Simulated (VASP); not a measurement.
# BAs5 (Cmmm) in VASP: notebook

BAs5 is run at these levels: PBE; tasks: single point, relaxation of cell and atoms.

Everything below comes from runs of VASP 6.6.1. Logs are shortened: lines on timing, memory, paths and dates and some standing lists are left out, and cuts for length are marked.

### 1 The cell of the first run

It takes space group Cmmm (No. 65, orthorhombic). The conventional cell has a = 5.936 Å, b = 6.770 Å, c = 6.349 Å, α = 90.00°, β = 90.00°, γ = 90.00°. Within 2.4 Å of B (site symmetry mmm) lie 2 As at 1.81 Å. Within 2.4 Å of As (site symmetry mm2) lie 1 B at 1.81 Å and 2 As at 2.27 Å. Within 3.0 Å of As (site symmetry m2m) lie 4 As at 2.27 to 2.98 Å. Within 3.9 Å of As (site symmetry mmm) lie 4 B at 2.97 to 3.39 Å and 12 As at 3.48 to 3.84 Å.

### 2 Single point, PBE

INCAR reads:

```
ALGO = Normal
EDIFF = 1E-6
ENCUT = 520
GGA = PE
ISIF = 2
ISMEAR = 0
LASPH = True
LCHARG = True
LELF = True
LREAL = False
LVHAR = True
LWAVE = False
NBANDS = 23
NELM = 80
PREC = Accurate
SIGMA = 0.1
```

KPOINTS reads:

```
k-points
0
Gamma
  4 4 4
```

POSCAR reads:

```
BAs5
1.0
    2.9678680800     -3.3851026900      0.0000000000
    2.9678680800      3.3851026900      0.0000000000
    0.0000000000      0.0000000000      6.3489304400
B As
1 5
Direct
    0.0000000000      0.0000000000      0.0000000000
    0.0000000000      0.0000000000      0.2848195100
    0.0000000000      0.0000000000      0.7151804900
    0.7329763100      0.2670236900      0.5000000000
    0.2670236900      0.7329763100      0.5000000000
    0.5000000000      0.5000000000      0.0000000000
```

Potentials or basis: VASP PAW PBE potentials, release 64 (B, As).

The run is started by

```
cat potpaw_PBE.64/B/POTCAR potpaw_PBE.64/As/POTCAR > POTCAR
mpirun -np 1 vasp_std > vasp.out
```

OUTCAR:

```text
EDIFF = 1E-6
   ENCUT = 520
   GGA = PE
   ISIF = 2
   ISMEAR = 0
   LASPH = True
   LREAL = False
   NELM = 80
   PREC = Accurate

 ion  position               nearest neighbor table
   1  0.000  0.000  0.000-   2 1.81   3 1.81
   2  0.000  0.000  0.285-   1 1.81   4 2.27   5 2.27   3 2.73
   3  0.000  0.000  0.715-   1 1.81   4 2.27   5 2.27   2 2.73
   4  0.733  0.267  0.500-   2 2.27   3 2.27
   5  0.267  0.733  0.500-   2 2.27   3 2.27
   6  0.500  0.500  0.000-

  LATTYP: Found a base centered orthorhombic cell.
 ALAT       =     5.9357361600
 B/A-ratio  =     1.1405839474
 C/A-ratio  =     1.0696112949

  Lattice vectors:

 A1 = (   2.9678680800,  -3.3851026900,   0.0000000000)
 A2 = (   2.9678680800,   3.3851026900,   0.0000000000)
 A3 = (   0.0000000000,   0.0000000000,   6.3489304400)

Analysis of symmetry for initial positions (statically):
=====================================================================
 Subroutine PRICEL returns:
 Original cell was already a primitive cell.

 Routine SETGRP: Setting up the symmetry group for a
 base centered orthorhombic supercell.

 Subroutine GETGRP returns: Found  8 space group operations
 (whereof  8 operations were pure point group operations)
 out of a pool of  8 trial point group operations.

The static configuration has the point symmetry D_2h.

Analysis of symmetry for dynamics (positions and initial velocities):
=====================================================================
 Subroutine PRICEL returns:
 Original cell was already a primitive cell.

 Routine SETGRP: Setting up the symmetry group for a
 base centered orthorhombic supercell.

 Subroutine GETGRP returns: Found  8 space group operations
 (whereof  8 operations were pure point group operations)
 out of a pool of  8 trial point group operations.

The dynamic configuration has the point symmetry D_2h.

 Subroutine INISYM returns: Found  8 space group operations
 (whereof  8 operations are pure point group operations),
 and found     1 'primitive' translations

----------------------------------------------------------------------------------------

                                     Primitive cell

  volume of cell :     127.5695

  direct lattice vectors                    reciprocal lattice vectors
     2.967868080 -3.385102690  0.000000000     0.168471100 -0.147706007  0.000000000
     2.967868080  3.385102690  0.000000000     0.168471100  0.147706007  0.000000000
     0.000000000  0.000000000  6.348930440     0.000000000  0.000000000  0.157506845

  length of vectors
     4.501906392  4.501906392  6.348930440     0.224052619  0.224052619  0.157506845

  position of ions in fractional coordinates (direct lattice)
     0.000000000  0.000000000  0.000000000
     0.000000000  0.000000000  0.284819510
     0.000000000  0.000000000  0.715180490
     0.732976310  0.267023690  0.500000000
     0.267023690  0.732976310  0.500000000
     0.500000000  0.500000000  0.000000000

  ion indices of the primitive-cell ions
   primitive index   ion index
                 1           1
                 2           2
                 3           3
                 4           4
                 5           5
                 6           6

----------------------------------------------------------------------------------------

 KPOINTS: k-points

Automatic generation of k-mesh.
 Grid dimensions read from file:
 generate k-points for:    4    4    4

 Generating k-lattice:

  Cartesian coordinates                     Fractional coordinates (reciprocal lattice)
     0.042117775 -0.036926502  0.000000000     0.250000000  0.000000000  0.000000000
     0.042117775  0.036926502  0.000000000     0.000000000  0.250000000  0.000000000
     0.000000000  0.000000000  0.039376711     0.000000000  0.000000000  0.250000000

  Length of vectors
     0.056013155  0.056013155  0.039376711

  Shift w.r.t. Gamma in fractional coordinates (k-lattice)
     0.000000000  0.000000000  0.000000000

 Subroutine IBZKPT returns following result:
 ===========================================

 Found     21 irreducible k-points:

 Following reciprocal coordinates:
            Coordinates               Weight
  0.000000  0.000000  0.000000      1.000000
  0.250000  0.000000  0.000000      4.000000
  0.500000  0.000000  0.000000      2.000000
  0.250000  0.250000  0.000000      2.000000
  0.500000  0.250000  0.000000      4.000000
 -0.250000  0.250000  0.000000      2.000000
[... 13 lines left out ...]
 -0.250000  0.250000  0.500000      2.000000
  0.500000  0.500000  0.500000      1.000000
   k-points           NKPTS =     21   k-points in BZ     NKDIM =     21   number of bands    NBANDS=     23
   number of dos      NEDOS =    301   number of ions     NIONS =      6
   total plane-waves  NPLWV =  62208
   dimension x,y,z NGX =    36 NGY =   36 NGZ =   48
   dimension x,y,z NGXF=    72 NGYF=   72 NGZF=   96
   ions per type =               1   5
[... 28 lines left out ...]
   EFERMI_NEDOS =   21; number of points for ismear=-14 and -15
   IALGO  =     38    algorithm
   IMIX   =      4    mixing-type and parameters
     AMIX     =   0.40;   BMIX     =  1.00
     AMIX_MAG =   1.60;   BMIX_MAG =  1.00
  volume/ion in A,a.u.               =      21.26       143.48
  Fermi-wavevector in a.u.,A,eV,Ry     =   0.987518  1.866139 13.268299  0.975192
  Thomas-Fermi vector in A             =   2.118978
   LORBIT       =      0    0 simple, 1 ext, 2 COOP (PROOUT), +10 PAW based schemes
   GGA     = PE    functional components
   LHFCALC =     F    Hartree Fock is set to
   AEXX    =    0.0000 exact exchange contribution
   IVDW    =     0    specifies the selected vdW correction
   LEPSILON=     F    determine dielectric tensor
   LRPA    =     F    only Hartree local field effects (RPA)
 non-spin polarized calculation
 Gauss-broadening in eV      SIGMA  =   0.10
  energy-cutoff  :      520.00
  volume of cell :      127.57
 maximum number of plane-waves:      3453
 NGX is ok and might be reduce to    36
   NGX = 17   NGY = 17   NGZ = 23

 number of electron      27.9999997 magnetization

 Free energy of the ion-electron system (eV)
  ---------------------------------------------------
  ext. energy  EPLUGINS =         0.00000000
  ---------------------------------------------------
  free energy    TOTEN  =       -23.74970638 eV

  energy without entropy =      -23.74067260  energy(sigma->0) =      -23.74518949

 E-fermi :   4.2178     XC(G=0):  -9.5712

 val. band max:        4.2136112993   @ k =   0.5000   0.0000   0.5000
 cond. band min:       4.2747188272   @ k =   0.5000   0.0000   0.2500
 fundamental gap:      0.0611075279
 Fermi energy:         4.2177610726

 k-point     1 :       0.0000    0.0000    0.0000
  band No.  band energies     occupation
      1     -11.6250      2.00000
      2      -7.7755      2.00000
      3      -6.6879      2.00000
      4      -6.5359      2.00000
      5      -5.1201      2.00000
      6      -2.2639      2.00000
[... 15 lines left out ...]
     22       9.0049      0.00000
     23       9.1030      0.00000

 k-point     2 :       0.2500    0.0000    0.0000
  band No.  band energies     occupation
      1     -11.4079      2.00000
      2      -7.6891      2.00000
      3      -7.3548      2.00000
      4      -6.3993      2.00000
      5      -5.1226      2.00000
      6      -2.2149      2.00000
[... 15 lines left out ...]
     22       8.8888      0.00000
     23      10.1026      0.00000

 k-point     3 :       0.5000    0.0000    0.0000
  band No.  band energies     occupation
      1     -11.1320      2.00000
      2      -8.0472      2.00000
      3      -7.5971      2.00000
      4      -5.9107      2.00000
      5      -5.5157      2.00000
      6      -1.9455      2.00000
[... 15 lines left out ...]
     22       9.9235      0.00000
     23      10.7291      0.00000
[... 417 lines left out ...]
 k-point    20 :      -0.2500    0.2500    0.5000
  band No.  band energies     occupation
      1     -11.0977      2.00000
      2      -8.4943      2.00000
      3      -7.7088      2.00000
      4      -5.3839      2.00000
      5      -4.3550      2.00000
      6      -1.5060      2.00000
[... 15 lines left out ...]
     22       9.7485      0.00000
     23      10.1139      0.00000

 k-point    21 :       0.5000    0.5000    0.5000
  band No.  band energies     occupation
      1     -10.6065      2.00000
      2      -8.2483      2.00000
      3      -8.2403      2.00000
      4      -5.3912      2.00000
      5      -4.7628      2.00000
      6      -2.4283      2.00000
[... 15 lines left out ...]
     22      10.9181      0.00000
     23      11.7048      0.00000

------------------------ aborting loop because EDIFF is reached ----------------------------------------

  FORCE on cell =-STRESS in cart. coord.  units (eV):
  Direction    XX          YY          ZZ          XY          YZ          ZX
  --------------------------------------------------------------------------------------
  -------------------------------------------------------------------------------------
  Total       -2.3907602     10.6475420     17.6503973     -0.0000000      0.0000000      0.0000000
  in kB      -30.0261459    133.7251021    221.6756861     -0.0000000      0.0000000      0.0000000
  external PRESSURE =     108.4582141 kB  Pullay stress =       0.0000000 kB

 VOLUME and BASIS-vectors are now :
 -----------------------------------------------------------------------------
  energy-cutoff  :      520.00
  volume of cell :      127.57
      direct lattice vectors                 reciprocal lattice vectors
     2.967868080 -3.385102690  0.000000000     0.168471100 -0.147706007  0.000000000
     2.967868080  3.385102690  0.000000000     0.168471100  0.147706007  0.000000000
     0.000000000  0.000000000  6.348930440     0.000000000  0.000000000  0.157506845

 POSITION                                       TOTAL-FORCE (eV/Angst)
 -----------------------------------------------------------------------------------
      0.00000      0.00000      0.00000         0.000000     -0.000000     -0.000000
      0.00000      0.00000      1.80830        -0.000000     -0.000000     -1.543829
      0.00000      0.00000      4.54063         0.000000     -0.000000      1.543829
      2.96787     -1.57730      3.17447         0.000000      3.001233     -0.000000
      2.96787      1.57730      3.17447         0.000000     -3.001233     -0.000000
      2.96787      0.00000      0.00000         0.000000     -0.000000     -0.000000
 -----------------------------------------------------------------------------------
    total drift:                                0.000000      0.000000     -0.000000

  FREE ENERGIE OF THE ION-ELECTRON SYSTEM (eV)
  ---------------------------------------------------
  free  energy   TOTEN  =       -23.7497063775 eV

  energy  without entropy=      -23.7406725986  energy(sigma->0) =      -23.74518949
```

Run time: 77 s. Hardware: 1 thread of Intel Xeon Platinum 8488C (Sapphire Rapids), shared host; peak memory 0.25 GiB.

Results:

* Free energy: -23.7497 eV
* Pressure: 10.8 GPa
* Largest force: 3.001 eV/Å
* Band gap on the k mesh: zero (band 14 reaches 4.91 eV, above the bottom of band 15 at 3.81 eV)

Forces in eV/Å, atoms in the order of the input:
```
B    0.000  0.000  0.000
As   0.000  0.000 -1.544
As   0.000  0.000  1.544
As   0.000  3.001  0.000
As   0.000 -3.001  0.000
As   0.000  0.000  0.000
```

Caveat: forces of over 1 eV/Å act on the atoms, so gaps and moduli don't describe the material at rest.

### 3 Single point, PBE

This run uses another cell than the first one, of 21.17 Å³/atom, 0.996 times its volume.

INCAR reads:

```
  PREC = Accurate
  ENCUT = 520
  EDIFF = 1E-7
  ISMEAR = 0
  SIGMA = 0.1
  LREAL = F
  LASPH = T
  NELM = 80
  ALGO = Normal
  ISIF = 2
  LWAVE = F
  LCHARG = F
  GGA = PE
  NBANDS = 23
```

KPOINTS reads:

```
Automatic mesh
0
Gamma
  4 4 4
```

POSCAR reads:

```
BAs5
1.0
    2.3329706815     -3.7935823769      0.0000000000
    2.3329706815      3.7935823769      0.0000000000
    0.0000000000      0.0000000000      7.1750119658
B As
1 5
Direct
    0.0000000000      0.0000000000      0.0000000000
    0.0000000000      0.0000000000      0.2715316578
    0.0000000000      0.0000000000      0.7284683422
    0.6769902217      0.3230097783      0.5000000000
    0.3230097783      0.6769902217      0.5000000000
    0.5000000000      0.5000000000      0.0000000000
```

Potentials or basis: VASP PAW PBE potentials, release 64 (B, As).

The run is started by

```
cat potpaw_PBE.64/B/POTCAR potpaw_PBE.64/As/POTCAR > POTCAR
mpirun -np 1 vasp_std > vasp.out
```

Run time: 87 s. Hardware: 1 thread of Intel Xeon Platinum 8488C (Sapphire Rapids), shared host; peak memory 0.26 GiB.

It converged, with:

```yaml
Free_energy: -25.7659 eV
Pressure: 0.4 GPa
Largest_force: 0.067 eV/Å
Band_gap_on_the_k_mesh: zero (band 14 reaches 4.88 eV, above the bottom of band 15 at 3.67 eV)
```

Forces in eV/Å, atoms in the order of the input:
```
B    0.000  0.000  0.000
As   0.000  0.000  0.067
As   0.000  0.000 -0.067
As   0.000 -0.001  0.000
As   0.000  0.001  0.000
As   0.000  0.000  0.000
```

Stress tensor (GPa, compression positive):
```
0.10 0.00 0.00
0.00 0.40 0.00
0.00 0.00 0.74
```

Levels at points of the mesh, in eV from the Fermi level:
| k point | band 11 | band 12 | band 13 | band 14 | band 15 | band 16 | band 17 | band 18 |
| --- | --- | --- | --- | --- | --- | --- | --- | --- |
| (0.00, 0.00, 0.00) | -3.06 | -1.38 | -1.34 | -0.87 | -0.57 | -0.37 | 1.15 | 1.35 |
| (0.50, 0.00, 0.00) | -1.61 | -0.88 | -0.74 | -0.28 | -0.11 | 0.93 | 2.09 | 2.54 |
| (0.50, 0.50, 0.00) | -2.67 | -1.77 | -1.49 | -0.34 | 0.82 | 1.61 | 2.08 | 2.69 |
| (0.00, 0.00, 0.50) | -2.67 | -2.46 | -1.96 | -0.68 | -0.03 | -0.01 | 1.09 | 2.09 |
| (0.50, 0.00, 0.50) | -1.90 | -1.52 | 0.35 | 0.64 | 0.70 | 0.96 | 2.04 | 2.16 |
| (0.50, 0.50, 0.50) | -1.99 | -0.86 | -0.47 | -0.21 | 0.14 | 0.43 | 0.97 | 2.31 |

Caveat: the k points lie up to 0.40 Å⁻¹ apart.

### 4 Relaxation of cell and atoms, PBE

INCAR reads:

```
ALGO = Normal
EDIFF = 1E-7
EDIFFG = -0.04
ENCUT = 600
GGA = PE
IBRION = 2
ISIF = 3
ISMEAR = 0
LASPH = T
LCHARG = F
LREAL = F
LWAVE = F
NELM = 60
NSW = 90
PREC = Accurate
SIGMA = 0.1
```

KPOINTS reads:

```
k-points
0
Gamma
  4 4 4
```

POSCAR reads:

```
BAs5
1.0
    2.9678680800     -3.3851026900      0.0000000000
    2.9678680800      3.3851026900      0.0000000000
    0.0000000000      0.0000000000      6.3489304400
B As
1 5
Direct
    0.0000000000      0.0000000000      0.0000000000
    0.0000000000      0.0000000000      0.2848195100
    0.0000000000      0.0000000000      0.7151804900
    0.7329763100      0.2670236900      0.5000000000
    0.2670236900      0.7329763100      0.5000000000
    0.5000000000      0.5000000000      0.0000000000
```

The run is started by

```
cat potpaw_PBE.64/B/POTCAR potpaw_PBE.64/As/POTCAR > POTCAR
mpirun -np 1 vasp_std > vasp.out
```

Wall time 12 min (1 thread of AMD EPYC 9R14 (Zen 4), shared host); peak memory 0.25 GiB.

Results (log left out):

- Free energy: -25.7671 eV
- Relaxed volume: 21.37 Å³/atom
- Relaxed cell: a = 4.484 Å, b = 4.484 Å, c = 7.189 Å, α = 90.00°, β = 90.00°, γ = 117.48°
- Space group after relaxing (to 0.05 Å): Cmmm (No. 65)
- Energy gained by relaxing: 336.1 meV/atom
- Ionic steps: 27
- Pressure after relaxing: -0.1 GPa
- Largest force after relaxing: 0.023 eV/Å
- Band gap on the k mesh: zero (band 14 reaches 4.79 eV, above the bottom of band 15 at 3.54 eV)

Forces on the atoms (eV/Å):
```
B    0.000  0.000  0.000
As   0.000  0.000 -0.015
As   0.000  0.000  0.015
As   0.000 -0.023  0.000
As   0.000  0.023  0.000
As   0.000  0.000  0.000
```

Stress tensor (GPa, compression positive):
```
-0.13  0.00  0.00
 0.00 -0.25  0.00
 0.00  0.00 -0.03
```

Step by step:
```
step  energy change (eV)  largest force (eV/Å)  pressure (GPa)  volume (Å³)
   1              0.0000                3.0010           10.84       127.57
   2             -0.6325                0.4531           -7.29       155.09
   3             -0.9922                0.1573           -2.38       141.93
   4             -1.1446                0.2535           -1.30       136.71
   5             -1.3455                1.2356            4.13       121.13
   6             -1.3450                1.0168            2.38       124.56
   7             -1.3528                1.1374            3.17       122.84
   8             -1.4230                1.1659            3.30       122.16
   9             -1.5425                1.1982            4.22       120.14
  10             -1.1832                1.3955           10.33       115.12
  11             -1.5747                1.2181            4.80       119.32
  12             -1.5277                1.2727            6.72       117.55
  13             -1.5811                1.2266            5.29       118.77
  14             -1.7647                0.9089            2.38       123.21
  15             -1.8335                0.5873           -1.90       132.65
  16             -1.8531                0.4591           -0.70       129.55
  17             -1.9098                0.2527           -0.46       129.71
  18             -1.9252                0.4273           -0.12       129.81
  19             -1.9407                0.3985           -0.14       129.63
  20             -1.9790                0.3049           -0.13       129.06
  21             -1.9954                0.4234            0.08       127.77
  22             -1.9997                0.3319            0.00       128.20
  23             -2.0136                0.1230           -0.03       128.03
  24             -2.0141                0.0815           -0.04       127.98
  25             -2.0147                0.1173            0.22       127.80
  26             -2.0157                0.0444            0.11       127.88
  27             -2.0163                0.0226           -0.14       128.25
```

Final structure:
```
CELL_PARAMETERS angstrom
2.32713 -3.83320 0.00000
2.32713 3.83320 0.00000
0.00000 0.00000 7.18860
ATOMIC_POSITIONS crystal
B 0.00000 0.00000 0.00000
As 0.00000 0.00000 0.27201
As 0.00000 0.00000 0.72799
As 0.67616 0.32384 0.50000
As 0.32384 0.67616 0.50000
As 0.50000 0.50000 0.00000
```

Levels at points of the mesh, in eV from the Fermi level:
```csv
k point,band 11,band 12,band 13,band 14,band 15,band 16,band 17,band 18
"(0.00, 0.00, 0.00)",-3.08,-1.41,-1.35,-0.87,-0.53,-0.44,1.22,1.32
"(0.50, 0.00, 0.00)",-1.60,-0.91,-0.76,-0.33,-0.07,0.89,2.11,2.57
"(0.50, 0.50, 0.00)",-2.67,-1.72,-1.46,-0.37,0.79,1.62,2.03,2.64
"(0.00, 0.00, 0.50)",-2.69,-2.47,-1.99,-0.72,-0.01,0.02,1.07,2.04
"(0.50, 0.00, 0.50)",-1.91,-1.52,0.32,0.63,0.69,0.99,2.06,2.19
"(0.50, 0.50, 0.50)",-1.97,-0.85,-0.42,-0.21,0.14,0.44,0.93,2.27
```

### 5 The runs side by side

```tsv
task	cell	cutoff (eV)	gap on the mesh (eV)	pressure (GPa)	largest force (eV/Å)
single point	a = 4.502, b = 4.502, c = 6.349 Å, angles 90.0, 90.0, 97.5°, 6 atoms	520	none	10.8	3.00
single point	a = 4.454, b = 4.454, c = 7.175 Å, angles 90.0, 90.0, 116.8°, 6 atoms	520	none	0.4	0.07
relaxation of cell and atoms	relaxed from a = 4.502, b = 4.502, c = 6.349 Å, angles 90.0, 90.0, 97.5°, 6 atoms	600	none	-0.1	0.02
```

Alike in all rows: level PBE; potentials or basis VASP PAW PBE potentials, release 64 (B, As); no spin polarisation; k mesh 4 × 4 × 4; smearing gaussian 0.1 eV.

Caveats: some runs use coarse meshes; forces of over 1 eV/Å act on the atoms, so gaps and moduli don't describe the material at rest (some runs).

Total energies depend on the potentials used, so only differences within one code and one set of settings carry meaning.
